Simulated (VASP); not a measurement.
Input of a VASP 6.6.1 run:

The input INCAR:

```
SYSTEM = TiHg
PREC     = Accurate       ! precision mode
ENCUT    = 520            ! plane-wave cutoff, eV
EDIFF    = 1E-7           ! SCF threshold, eV
ISMEAR   = -1             ! smearing method
SIGMA    = 0.05           ! smearing width, eV
LREAL    = .False.        ! projectors in reciprocal space
LASPH    = .True.         ! aspherical terms in the spheres
NELM     = 100            ! most SCF steps
ALGO     = Normal         ! electronic algorithm
ISIF     = 2              ! what is computed and relaxed
LWAVE    = .False.        ! write WAVECAR
LCHARG   = .True.         ! write CHGCAR
LELF     = .True.         ! ELF
LVHAR    = .True.       
NBANDS   = 19             ! bands
```

Contents of KPOINTS:

```
regular mesh
0
Gamma
  10 10 7
  0 0 0
```

POSCAR

```
TiHg
1.0
    3.0090000000      0.0000000000      0.0000000000
    0.0000000000      3.0090000000      0.0000000000
    0.0000000000      0.0000000000      4.0410000000
Ti Hg
1 1
Direct
    0.5000000000      0.5000000000      0.5000000000
    0.0000000000      0.0000000000      0.0000000000
```

Potentials or basis: VASP PAW LDA potentials, release 64 (Ti_sv, Hg).

The run is started by

```bash
$ cat potpaw_LDA.64/Ti_sv/POTCAR potpaw_LDA.64/Hg/POTCAR > POTCAR
$ mpirun -np 1 vasp_std > vasp.out
```

Problem. Predict the band gap on the k mesh.

Solution. Zero (band 12 reaches 6.78 eV, above the bottom of band 13 at 5.81 eV).

Problem. What does it give for the pressure?

Solution. -5.9 GPa.

Stress tensor (GPa, compression positive):
```
-6.22  0.00  0.00
 0.00 -6.22  0.00
 0.00  0.00 -5.15
```

Caveat: spin-orbit coupling is left out, which moves the levels of the heavy elements.
